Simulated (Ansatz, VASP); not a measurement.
## Ta: VASP beside Ansatz

The input INCAR:

```
ALGO = Normal
EDIFF = 1E-8
ENCUT = 520
GGA = PS
ISIF = 2
ISMEAR = -1
LASPH = T
LCHARG = F
LEFG = T
LREAL = F
LWAVE = F
NBANDS = 12
NELM = 60
PREC = Accurate
SIGMA = 0.05
```

The input KPOINTS:

```
k-points
0
Gamma
  15 15 15
```

The input POSCAR:

```
Ta
1.0
   -1.6289626696      1.6289626696      1.6289626696
    1.6289626696     -1.6289626696      1.6289626696
    1.6289626696      1.6289626696     -1.6289626696
Ta
1
Direct
    0.0000000000      0.0000000000      0.0000000000
```

Input for Ansatz:

```yaml
crystal:
  lattice:
    - [-1.6289626696, 1.6289626696, 1.6289626696]
    - [1.6289626696, -1.6289626696, 1.6289626696]
    - [1.6289626696, 1.6289626696, -1.6289626696]
  atoms:
    - { symbol: Ta, position: [0.0, 0.0, 0.0] }
kpoints:
  mp_grid: { grid: [15, 15, 15] }
scf:
  occupations: { method: fermi_dirac, width: 0.05 }
hamiltonian:
  xc: pbesol
  pseudopotentials: { kind: all_electron, datasets: crystal }
output:
  forces: true
  stress: true
  eigenvalues: true
  efg: { contact_densities: true }
```

Change from the starting cell: volume scaled by 0.96, crystal datasets.

Alike in both runs: task electric field gradients; functional PBEsol; k mesh 15 × 15 × 15; occupations fermi-dirac, width 0.05 eV; no spin polarisation.

|  | VASP | Ansatz |
| --- | --- | --- |
| version | VASP 6.6.1 | Ansatz 0.2.0 |
| potentials or method | VASP PAW PBE potentials, release 64 (Ta_pv), cutoff 520 eV | all-electron PAW with datasets made for the crystal, scalar-relativistic |

```tsv
	VASP	Ansatz	Ansatz less VASP
pressure (GPa)	4.7	4.3	-0.41
```

VASP's potentials were made for PBE, not for PBEsol. Ansatz ran all-electron here, and VASP with PAW potentials.

Neither program's run includes spin-orbit coupling.
